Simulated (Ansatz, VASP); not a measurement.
# MgI2: VASP beside Ansatz

```
Mg I
1.0
     4.15370    0.00000    0.00000
    -2.07685    3.59721    0.00000
     0.00000    0.00000    6.86200
Mg I
1 2
Direct
  0.00000 0.00000 0.00000
  0.33333 0.66667 0.75763
  0.66667 0.33333 0.24237
```

Alike in both runs: task relaxation of the atoms; functional PBE; k mesh 8 × 8 × 4; occupations fermi-dirac, width 0.02 eV; no spin polarisation.

```csv
,VASP,Ansatz
version,VASP 6.6.1,Ansatz 0.2.0
potentials or method,"VASP PAW PBE potentials, release 64 (Mg, I)","plane-wave PAW, scalar-relativistic"
plane-wave cutoff (eV),520,420
valence electrons in the cell,16,44
```

```tsv
	VASP	Ansatz	Ansatz less VASP
gap on the k mesh at the Fermi level, each at its own relaxed structure (eV)	3.50	3.52	+0.018
```

VASP's potentials hold 16 valence electrons a cell and Ansatz's 44, so a difference there can come from the potentials and not from the codes. Ansatz's warnings: stress scf threshold loose.

Spin-orbit coupling is off throughout.
